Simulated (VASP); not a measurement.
# Sn: single point with PBE

The system is Sn.

```
Sn
1.0
     2.41037    0.00000    0.00000
    -1.20518    2.08744    0.00000
     0.00000    0.00000    2.26515
Sn
1
Direct
  0.00000 0.00000 0.00000
```

This cell differs from its parent crystal: volume scaled by 0.4.

```json
{
 "Program": "VASP 6.6.1",
 "Task": "single point",
 "Functional": "PBE",
 "Potentials or basis": "VASP PAW PBE potentials, release 64 (Sn_d)",
 "Cutoff": "520 eV",
 "k mesh": "13 × 13 × 12",
 "Occupations": "fermi-dirac, width 0.05 eV",
 "Spin": "no spin polarisation",
 "Dipole correction": "no",
 "Further INCAR settings": "ALGO = Normal; EDIFF = 1e-06; NBANDS = 13"
}
```

* Pressure: 386.3 GPa
* Band gap on the k mesh: zero (band 7 reaches 33.22 eV, above the bottom of band 8 at 19.11 eV)

Stress tensor (GPa, compression positive):
```
386.17   0.00   0.00
  0.00 386.17   0.00
  0.00   0.00 386.70
```

Levels at points of the mesh, in eV from the Fermi level:
| k point | band 3 | band 4 | band 5 | band 6 | band 7 | band 8 | band 9 | band 10 | band 11 | band 12 |
| --- | --- | --- | --- | --- | --- | --- | --- | --- | --- | --- |
| (0.00, 0.00, 0.00) | -25.53 | -23.57 | -23.57 | -21.98 | 7.26 | 8.40 | 13.01 | 13.01 | 14.44 | 18.22 |
| (0.00, 0.00, 0.50) | -25.31 | -24.71 | -24.71 | -13.20 | -11.67 | 11.93 | 14.64 | 16.07 | 16.07 | 21.91 |

Wall time 21 s on 1 thread of AMD EPYC 7R43 64-Core Processor (Zen 3), with other jobs on the host, peak memory 0.09 GiB.

Caveat: spin-orbit coupling is left out, which moves the levels of the heavy elements.
